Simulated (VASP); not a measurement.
# As (I4_1/amd) in VASP: single point with PBEsol

Aim: the single point of As with PBEsol.

Program: VASP 6.6.1. These are calculated values, not measurements. Logs are shortened: lines on timing, memory, paths and dates and some standing lists are left out, and cuts for length are marked.

## 1. The cell of the first run

Symmetry: I4_1/amd, No. 141, tetragonal system. The conventional cell has a = 5.299 Å, b = 5.299 Å, c = 2.890 Å, α = 90.00°, β = 90.00°, γ = 90.00°. Within 3.6 Å of As (site symmetry -4m2) lie 10 As at 2.75 to 3.42 Å.

## 2. Single point, PBEsol

Input file INCAR:

```
  PREC = Accurate
  ENCUT = 520
  EDIFF = 1E-6
  ISMEAR = 0
  SIGMA = 0.1
  LREAL = False
  LASPH = True
  NELM = 100
  ALGO = Normal
  ISIF = 2
  LWAVE = False
  LCHARG = False
  GGA = PS
  NBANDS = 12
```

Input file KPOINTS:

```
regular mesh
0
Gamma
  8 8 8
```

Input file POSCAR:

```
As
1.0
   -2.6493126013      2.6493126013      1.4452489289
    2.6493126013     -2.6493126013      1.4452489289
    2.6493126013      2.6493126013     -1.4452489289
As
2
Direct
    0.0000000000      0.0000000000      0.0000000000
    0.7500000000      0.2500000000      0.5000000000
```

Potentials or basis: VASP PAW PBE potentials, release 64 (As).

Launch:

```
cat potpaw_PBE.64/As/POTCAR > POTCAR
mpirun -np 1 vasp_std > vasp.out
```

OUTCAR:

```text
PREC = Accurate
   ENCUT = 520
   EDIFF = 1E-6
   ISMEAR = 0
   LREAL = False
   LASPH = True
   NELM = 100
   ISIF = 2
   GGA = PS

 ion  position               nearest neighbor table
   1  0.000  0.000  0.000-   2 2.75   2 2.75   2 2.75   2 2.75
   2  0.750  0.250  0.500-   1 2.75   1 2.75   1 2.75   1 2.75

  LATTYP: Found a body centered tetragonal cell.
 ALAT       =     5.2986252026
 C/A-ratio  =     0.5455184595

  Lattice vectors:

 A1 = (  -2.6493126013,   2.6493126013,   1.4452489289)
 A2 = (   2.6493126013,  -2.6493126013,   1.4452489289)
 A3 = (   2.6493126013,   2.6493126013,  -1.4452489289)

Analysis of symmetry for initial positions (statically):
=====================================================================
 Subroutine PRICEL returns:
 Original cell was already a primitive cell.

 Routine SETGRP: Setting up the symmetry group for a
 body centered tetragonal supercell.

 Subroutine GETGRP returns: Found 16 space group operations
 (whereof  8 operations were pure point group operations)
 out of a pool of 16 trial point group operations.

The static configuration has the point symmetry D_2d.
 The point group associated with its full space group is D_4h.

Analysis of symmetry for dynamics (positions and initial velocities):
=====================================================================
 Subroutine PRICEL returns:
 Original cell was already a primitive cell.

 Routine SETGRP: Setting up the symmetry group for a
 body centered tetragonal supercell.

 Subroutine GETGRP returns: Found 16 space group operations
 (whereof  8 operations were pure point group operations)
 out of a pool of 16 trial point group operations.

The dynamic configuration has the point symmetry D_2d.
 The point group associated with its full space group is D_4h.

 Subroutine INISYM returns: Found 16 space group operations
 (whereof  8 operations are pure point group operations),
 and found     1 'primitive' translations

----------------------------------------------------------------------------------------

                                     Primitive cell

  volume of cell :      40.5760

  direct lattice vectors                    reciprocal lattice vectors
    -2.649312601  2.649312601  1.445248929     0.000000000  0.188728201  0.345961163
     2.649312601 -2.649312601  1.445248929     0.188728201  0.000000000  0.345961163
     2.649312601  2.649312601 -1.445248929     0.188728201  0.188728201  0.000000000

  length of vectors
     4.015776262  4.015776262  4.015776262     0.394090675  0.394090675  0.266901981

  position of ions in fractional coordinates (direct lattice)
[... 87 lines left out ...]
   POTIM  = 0.5000    time-step for ionic-motion
   TEBEG  =    0.0;   TEEND  =   0.0 temperature during run
   PSTRESS=    0.0 pullay stress
   NELECT =      10.0000    total number of electrons
   NUPDOWN=      -1.0000    fix difference up-down
   EMIN   =  10.00;   EMAX   =-10.00  energy-range for DOS
   EFERMI =   0.00;   METHOD = LEGACY
   ISMEAR =     0;   SIGMA  =   0.10  broadening in eV -4-tet -1-fermi 0-gaus
   EFERMI_NEDOS =   21; number of points for ismear=-14 and -15
   IALGO  =     38    algorithm
   IMIX   =      4    mixing-type and parameters
     AMIX     =   0.40;   BMIX     =  1.00
     AMIX_MAG =   1.60;   BMIX_MAG =  1.00
  volume/ion in A,a.u.               =      20.29       136.91
  Fermi-wavevector in a.u.,A,eV,Ry     =   1.026404  1.939623 14.333817  1.053506
  Thomas-Fermi vector in A             =   2.160295
   LORBIT       =      0    0 simple, 1 ext, 2 COOP (PROOUT), +10 PAW based schemes
   GGA     = PS    functional components
   LHFCALC =     F    Hartree Fock is set to
   AEXX    =    0.0000 exact exchange contribution
   IVDW    =     0    specifies the selected vdW correction
   LEPSILON=     F    determine dielectric tensor
   LRPA    =     F    only Hartree local field effects (RPA)
 non-spin polarized calculation
 Gauss-broadening in eV      SIGMA  =   0.10
  energy-cutoff  :      520.00
  volume of cell :       40.58
 maximum number of plane-waves:      1125
 NGX is ok and might be reduce to    30
   NGX = 15   NGY = 15   NGZ = 15

 number of electron      10.0000000 magnetization

 number of electron       9.9999999 magnetization

 Free energy of the ion-electron system (eV)
  ---------------------------------------------------
  ext. energy  EPLUGINS =         0.00000000
  ---------------------------------------------------
  free energy    TOTEN  =        -9.79742648 eV

  energy without entropy =       -9.79151589  energy(sigma->0) =       -9.79447118

 E-fermi :   5.6626     XC(G=0): -10.5049

 val. band max:        5.6390558649   @ k =  -0.3750   0.2500   0.0000
 cond. band min:       5.7081191961   @ k =  -0.3750   0.3750   0.0000
 fundamental gap:      0.0690633312
 Fermi energy:         5.6626313256

 k-point     1 :       0.0000    0.0000    0.0000
  band No.  band energies     occupation
      1      -9.0906      2.00000
      2      -2.2540      2.00000
      3       1.8153      2.00000
      4       1.8153      2.00000
      5       8.3806      0.00000
      6      10.0181      0.00000
      7      10.0181      0.00000
      8      10.1695      0.00000
      9      10.3042      0.00000
     10      15.1933      0.00000
     11      16.1932      0.00000
     12      16.4858      0.00000
[... 331 lines left out ...]
 k-point    24 :       0.3750    0.1250    0.1250
  band No.  band energies     occupation
      1      -4.8723      2.00000
      2      -3.3599      2.00000
      3       0.0635      2.00000
      4       1.3606      2.00000
      5       4.3885      2.00000
      6       6.7525      0.00000
      7       7.8152      0.00000
      8       8.0444      0.00000
      9      12.2944      0.00000
     10      13.0659      0.00000
     11      13.9221      0.00000
     12      16.5556      0.00000

 [... further k-points ...]
[... 5 lines left out ...]
  --------------------------------------------------------------------------------------
  -------------------------------------------------------------------------------------
  Total       -0.3631593     -0.3631593     -1.6271884      0.0000000      0.0000000      0.0000000
  in kB      -14.3396549    -14.3396549    -64.2509214      0.0000000      0.0000000      0.0000000
  external PRESSURE =     -30.9767438 kB  Pullay stress =       0.0000000 kB

 VOLUME and BASIS-vectors are now :
 -----------------------------------------------------------------------------
  energy-cutoff  :      520.00
  volume of cell :       40.58
      direct lattice vectors                 reciprocal lattice vectors
    -2.649312601  2.649312601  1.445248929     0.000000000  0.188728201  0.345961163
     2.649312601 -2.649312601  1.445248929     0.188728201  0.000000000  0.345961163
     2.649312601  2.649312601 -1.445248929     0.188728201  0.188728201  0.000000000

 POSITION                                       TOTAL-FORCE (eV/Angst)
 -----------------------------------------------------------------------------------
      0.00000      0.00000      0.00000         0.000000      0.000000      0.000000
      0.00000      2.64931      0.72262        -0.000000     -0.000000     -0.000000
 -----------------------------------------------------------------------------------
    total drift:                                0.000000     -0.000000      0.000000

  FREE ENERGIE OF THE ION-ELECTRON SYSTEM (eV)
  ---------------------------------------------------
  free  energy   TOTEN  =        -9.7974264763 eV

  energy  without entropy=       -9.7915158877  energy(sigma->0) =       -9.79447118
```

OSZICAR:

```text
N       E                     dE             d eps       ncg     rms          rms(c)
DAV:   1     0.198453290119E+02    0.19845E+02   -0.43427E+03  1416   0.712E+02
DAV:   2    -0.870977405629E+01   -0.28555E+02   -0.27411E+02  2052   0.106E+02
DAV:   3    -0.980147245459E+01   -0.10917E+01   -0.10810E+01  1756   0.194E+01
DAV:   4    -0.980584171719E+01   -0.43693E-02   -0.43689E-02  1616   0.141E+00
DAV:   5    -0.980584912713E+01   -0.74099E-05   -0.74106E-05  1712   0.641E-02    0.293E+00
DAV:   6    -0.980060318912E+01    0.52459E-02   -0.15632E-03  1624   0.232E-01    0.172E+00
DAV:   7    -0.979742657927E+01    0.31766E-02   -0.35607E-03  1568   0.348E-01    0.617E-02
DAV:   8    -0.979742610775E+01    0.47151E-06   -0.83461E-05  1656   0.600E-02    0.837E-03
DAV:   9    -0.979742647627E+01   -0.36852E-06   -0.14423E-06  1416   0.804E-03
   1 F= -.97974265E+01 E0= -.97944712E+01  d E =-.591059E-02
```

stdout:

```text
POSCAR found type information on POSCAR As
 POSCAR found :  1 types and       2 ions
 scaLAPACK will be used
 -----------------------------------------------------------------------------
|                                                                             |
|                                                                             |
|     You enforced a specific xc type in the INCAR file but a different       |
|     I HOPE YOU KNOW WHAT YOU ARE DOING!                                     |
|                                                                             |
 -----------------------------------------------------------------------------

 LDA part: xc-table for (Slater+PW92), standard interpolation
 POSCAR, INCAR and KPOINTS ok, starting setup
 FFT: planning ... GRIDC
 FFT: planning ... GRID_SOFT
 FFT: planning ... GRID
 WAVECAR not read
 entering main loop
```

It took 9.4 s on 1 thread of Intel Xeon 6975P-C (Granite Rapids), shared host; peak memory 0.17 GiB.

Results:

| Item | Value |
| --- | --- |
| Free energy | -9.7974 eV |
| Pressure | -3.1 GPa |
| Band gap on the k mesh | zero (band 5 reaches 9.13 eV, above the bottom of band 6 at 3.41 eV) |

Stress tensor (GPa, compression positive):
```
-1.43  0.00  0.00
 0.00 -1.43  0.00
 0.00  0.00 -6.43
```

Levels at points of the mesh, in eV from the Fermi level:
```csv
k point,band 3,band 4,band 5,band 6,band 7,band 8
"(0.00, 0.00, 0.00)",-3.85,-3.85,2.72,4.36,4.36,4.51
"(0.50, 0.00, 0.00)",-5.00,-3.55,-3.05,0.88,1.29,2.43
"(0.50, 0.50, 0.00)",-1.31,-1.31,-0.59,-0.59,4.33,4.33
"(0.50, 0.50, 0.50)",-6.69,-6.69,3.40,3.40,6.71,6.71
```

Caveat: the PAW data sets were made with another functional, which shifts forces and pressure a little.
